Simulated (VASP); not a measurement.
A run of VASP 6.6.1 is set up as follows.

The input INCAR:

```
ALGO     = Normal         # electronic algorithm
EDIFF    = 1E-7           # SCF threshold, eV
EDIFFG   = -0.005         # ionic threshold
ENCUT    = 600            # plane-wave cutoff, eV
GGA      = PE             # functional
IBRION   = 2              # ionic algorithm
ISIF     = 3              # what is computed and relaxed
ISMEAR   = -1             # smearing method
LASPH    = T              # aspherical terms in the spheres
LCHARG   = F              # write CHGCAR
LREAL    = F              # projectors in reciprocal space
LWAVE    = F              # write WAVECAR
NELM     = 60             # most SCF steps
NSW      = 100            # ionic steps
PREC     = Accurate       # precision mode
SIGMA    = 0.05           # smearing width, eV
```

File KPOINTS:

```
k-points
0
Gamma
  20 20 20
```

File POSCAR:

```
Be
1.0
   -1.4062500000      1.4062500000      1.4062500000
    1.4062500000     -1.4062500000      1.4062500000
    1.4062500000      1.4062500000     -1.4062500000
Be
1
Direct
    0.0000000000      0.0000000000      0.0000000000
```

Potentials or basis: VASP PAW PBE potentials, release 64 (Be).

Command:

```bash
$ cat potpaw_PBE.64/Be/POTCAR > POTCAR
$ mpirun -np 1 vasp_std > vasp.out
```

(1) Estimate the space group after relaxing (to 0.05 Å).

(2) Estimate the relaxed volume.

Answers

(1) Im-3m (No. 229).

(2) 7.82 Å³/atom.

Caveat: the volume moved by over 15 % at a fixed basis, so the end points are rough.
